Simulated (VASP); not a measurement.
The system is Rh.

```
CELL_PARAMETERS angstrom
0.00000 1.89785 1.89785
1.89785 0.00000 1.89785
1.89785 1.89785 0.00000
ATOMIC_POSITIONS crystal
Rh 0.00000 0.00000 0.00000
```

```yaml
Program: VASP 6.6.1
Task: relaxation of cell and atoms
Functional: PBE
Potentials_or_basis: VASP PAW PBE potentials, release 64 (Rh_pv)
Cutoff: 500 eV
k_mesh: 9 × 9 × 9
Occupations: fermi-dirac, width 0.1 eV
Spin: no spin polarisation
```

At the start: pressure 8.0 GPa; volume 13.67 Å³/atom.

Task: Where does the relaxation end?

Result: Over 4 steps the energy falls by 9.8 meV/atom and the volume is 14.08 Å³/atom (+3.0 %); space group Fm-3m (No. 225, to 0.05 Å).

Step by step:
```
step  energy change (eV)  largest force (eV/Å)  pressure (GPa)  volume (Å³)
   1              0.0000                0.0000            8.01        13.67
   2              0.0383                0.0000          -14.49        15.07
   3             -0.0098                0.0000           -0.18        14.09
   4             -0.0098                0.0000           -0.01        14.08
```

Final structure:
```
Rh
1.0
     0.00000    1.91647    1.91647
     1.91647    0.00000    1.91647
     1.91647    1.91647    0.00000
Rh
1
Direct
  0.00000 0.00000 0.00000
```
